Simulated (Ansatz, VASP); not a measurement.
# MgSi4O8: VASP beside Ansatz

The input INCAR:

```
SYSTEM = MgSi4O8
  PREC = Accurate
  ENCUT = 520
  EDIFF = 1E-6
  ISMEAR = 0
  SIGMA = 0.1
  LREAL = .FALSE.
  LASPH = .TRUE.
  NELM = 80
  ALGO = Normal
  ISIF = 2
  LWAVE = .FALSE.
  LCHARG = .FALSE.
  GGA = PE
  NBANDS = 45
```

The input KPOINTS:

```
Automatic mesh
0
G
  6 6 2
  0 0 0
```

Contents of POSCAR:

```
MgSi4O8
1.0
    5.2437431400      0.0000000000      0.0000000000
   -2.6218715700      4.5412147700      0.0000000000
    0.0000000000      0.0000000000      8.5629971600
Mg Si O
1 4 8
Direct
    0.0000000000      0.0000000000      0.0000000000
    0.3333333300      0.6666666700      0.6874999900
    0.6666666700      0.3333333300      0.1874999900
    0.6666666700      0.3333333300      0.8125000100
    0.3333333300      0.6666666700      0.3125000100
    0.0712146200      0.5356073100      0.7656294900
    0.4643926900      0.5356073100      0.7656294900
    0.4643926900      0.9287853800      0.7656294900
    0.3333333300      0.6666666700      0.5000000000
    0.6666666700      0.3333333300      0.0000000000
    0.4643926900      0.9287853800      0.2343705100
    0.4643926900      0.5356073100      0.2343705100
    0.0712146200      0.5356073100      0.2343705100
```

Input for Ansatz:

```yaml
crystal:
  lattice:
    - [5.24374314, 0.0, 0.0]
    - [-2.62187157, 4.54121477, 0.0]
    - [0.0, 0.0, 8.56299716]
  atoms:
    - { symbol: Mg, position: [0.0, 0.0, 0.0] }
    - { symbol: Si, position: [0.33333333, 0.66666667, 0.68749999] }
    - { symbol: Si, position: [0.66666667, 0.33333333, 0.18749999] }
    - { symbol: Si, position: [0.66666667, 0.33333333, 0.81250001] }
    - { symbol: Si, position: [0.33333333, 0.66666667, 0.31250001] }
    - { symbol: O, position: [0.07121462, 0.53560731, 0.76562949] }
    - { symbol: O, position: [0.46439269, 0.53560731, 0.76562949] }
    - { symbol: O, position: [0.46439269, 0.92878538, 0.76562949] }
    - { symbol: O, position: [0.33333333, 0.66666667, 0.5] }
    - { symbol: O, position: [0.66666667, 0.33333333, 0.0] }
    - { symbol: O, position: [0.46439269, 0.92878538, 0.23437051] }
    - { symbol: O, position: [0.46439269, 0.53560731, 0.23437051] }
    - { symbol: O, position: [0.07121462, 0.53560731, 0.23437051] }
basis:
  ecutwfc: 420
kpoints:
  mp_grid: { grid: [6, 6, 2] }
hamiltonian:
  xc: pbe
scf:
  occupations: { method: gaussian, width: 0.1 }
  lower_state_search: "off"
output:
  forces: true
  stress: true
  eigenvalues: true
```

Alike in both runs: task single point; functional PBE; k mesh 6 × 6 × 2; occupations gaussian, width 0.1 eV; no spin polarisation.

```csv
,VASP,Ansatz
version,VASP 6.6.1,Ansatz 0.2.0
potentials or method,"VASP PAW PBE potentials, release 64 (Mg, Si, O), cutoff 520 eV","scalar-relativistic, plane waves, PAW"
valence electrons in the cell,66,74
```

```csv
,VASP,Ansatz,Ansatz less VASP
gap on the k mesh at the Fermi level (eV),none,none,-
rms of the force components (eV/Å),11.185,11.339,+0.1547
```

Atom by atom the forces differ by 0.174 eV/Å (rms over components). A gap of «none» marks a metal or a gap that the smearing closes. With one functional, cell and mesh, what is left measures potentials, basis and numerics. VASP's potentials hold 66 valence electrons a cell and Ansatz's 74, so a difference there can come from the potentials and not from the codes.

The k mesh is coarse, so the values compare programs but aren't converged.
